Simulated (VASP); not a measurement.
Input of a VASP 6.6.1 run:

File INCAR:

```
PREC = Accurate
ENCUT = 520
EDIFF = 1E-6
ISMEAR = 0
SIGMA = 0.1
LREAL = F
LASPH = T
NELM = 80
ALGO = Normal
ISIF = 2
LWAVE = F
LCHARG = F
GGA = PE
NBANDS = 12
```

KPOINTS

```
Automatic mesh
0
Gamma
  6 6 6
```

File POSCAR:

```
Be3H2
1.0
    0.0000000000      3.2102321776      1.8468481771
    4.1380434153      0.0000000000      1.8468481771
    4.1380434153      3.2102321776      0.0000000000
Be H
3 2
Direct
    0.1628803140      0.8371196860      0.1628803140
    0.8371196860      0.1628803140      0.8371196860
    0.5000000000      0.5000000000      0.5000000000
    0.8729069037      0.1270930963      0.1270930963
    0.1270930963      0.8729069037      0.8729069037
```

Potentials or basis: VASP PAW PBE potentials, release 64 (Be, H).

Run with:

```console
$ cat potpaw_PBE.64/Be/POTCAR potpaw_PBE.64/H/POTCAR > POTCAR
$ mpirun -np 1 vasp_std > vasp.out
```

Q: Predict the band gap on the k mesh.

A: Zero (bands 4 and 5 overlap by 0.92 eV).

Q: What does it give for the largest force?

A: 0.018 eV/Å.

Q: Predict the pressure.

A: 0.1 GPa.

Forces on the atoms (eV/Å):
```
Be   0.000  0.018  0.000
Be   0.000 -0.018  0.000
Be   0.000  0.000  0.000
H    0.014  0.000  0.000
H   -0.014  0.000  0.000
```
